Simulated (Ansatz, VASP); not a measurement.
## NaCl: VASP beside Ansatz

```
Na Cl
1.0
     0.00000    2.80270    2.80270
     2.80270    0.00000    2.80270
     2.80270    2.80270    0.00000
Na Cl
1 1
Direct
  0.00000 0.00000 0.00000
  0.50000 0.50000 0.50000
```

Alike in both runs: task single point; functional PBE; k mesh 8 × 8 × 8; occupations fermi-dirac, width 0.02 eV; no spin polarisation.

|  | VASP | Ansatz |
| --- | --- | --- |
| version | VASP 6.6.1 | Ansatz 0.2.0 |
| potentials or method | VASP PAW PBE potentials, release 64 (Na_pv, Cl) | plane waves, PAW |
| plane-wave cutoff (eV) | 520 | 420 |
| valence electrons in the cell | 14 | 16 |

```csv
,VASP,Ansatz,Ansatz less VASP
gap on the k mesh at the Fermi level (eV),5.18,5.18,0.000
pressure (GPa),1.2,1.3,+0.03
```

VASP's potentials hold 14 valence electrons a cell and Ansatz's 16, so a difference there can come from the potentials and not from the codes.
